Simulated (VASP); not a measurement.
Runs of VASP 6.6.1 on Li2B. The structure is that of space group P-6m2 (No. 187), or close to it. The cells are those of the table. 

```tsv
task	cell	k mesh	cutoff (eV)	gap on the mesh (eV)	relaxed volume (Å³/atom)	largest force (eV/Å)
relaxation of cell and atoms	relaxed from a = 2.479, b = 2.479, c = 6.302 Å, angles 90.0, 90.0, 120.0°, 3 atoms	6 × 6 × 4	600	none	11.78	0.01
single point	a = 2.479, b = 2.479, c = 6.302 Å, angles 90.0, 90.0, 120.0°, 3 atoms	12 × 12 × 2	520	none	-	0.01
relaxation of cell and atoms	relaxed from a = 2.060, b = 2.060, c = 10.966 Å, angles 90.0, 90.0, 120.0°, 3 atoms	12 × 12 × 2	600	none	(a)	0.02
single point	a = 2.500, b = 2.500, c = 6.314 Å, angles 90.0, 90.0, 120.0°, 3 atoms	24 × 24 × 8	520	none	-	-
single point	a = 2.573, b = 2.573, c = 6.199 Å, angles 90.0, 90.0, 120.0°, 3 atoms	6 × 6 × 4	520	none	-	0.01
```

Alike in all rows: level PBE; potentials or basis VASP PAW PBE potentials, release 64 (Li_sv, B); no spin polarisation; smearing gaussian 0.1 eV.

Q: Fill in the values left out.

A: (a) 10.71.

Caveats: some runs use coarse meshes; the cutoff is under 1.25 times the usual one of these potentials, so pressure, stress and relaxed cells hold a basis-set (Pulay) error; the volume moved by over 15 % at a fixed basis, so the end points are rough (some runs).

A gap of «none» marks levels without a gap at the run's occupations.
